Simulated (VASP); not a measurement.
GaN, 4 atoms in the cell. Symmetry: P6_3mc, No. 186, hexagonal system. Conventional cell: a = 3.228 Å, b = 3.228 Å, c = 5.166 Å, α = 90.00°, β = 90.00°, γ = 120.00°. Within 2.6 Å of Ga (site symmetry 3m) lie 4 N at 1.94 to 1.97 Å. Within 2.6 Å of N (site symmetry 3m) lie 4 Ga at 1.94 to 1.97 Å.  This cell differs from its parent crystal: strain +0.015 along x and y, +0.000 along z.

```yaml
Program: VASP 6.6.1
Task: single point
Functional: r2SCAN
Potentials_or_basis: VASP PAW PBE potentials, release 64 (Ga_d, N_h)
Cutoff: 1460 eV
k_mesh: 12 × 12 × 6
Occupations: gaussian, width 0.05 eV
Spin: no spin polarisation
Dipole_correction: no
Further_INCAR_settings: ALGO = Normal; EDIFF = 1e-06; NBANDS = 26
```

Potentials or basis: VASP PAW PBE potentials, release 64 (Ga_d, N_h).

Command:

```bash
$ cat potpaw_PBE.64/Ga_d/POTCAR potpaw_PBE.64/N_h/POTCAR > POTCAR
$ cp INCAR.step1 INCAR
$ mpirun -np 1 vasp_std > vasp.out
$ cp INCAR.step2 INCAR
$ mpirun -np 1 vasp_std > vasp.out
```

Hardware: 1 thread of Intel(R) Xeon(R) 6975P-C (Granite Rapids) (shared host).

Problem. Estimate the wall time of this run.

Solution. Run time: 10 min on 1 thread of Intel(R) Xeon(R) 6975P-C (Granite Rapids), on a shared host, peak memory 0.6 GiB. Counts: k points 76.
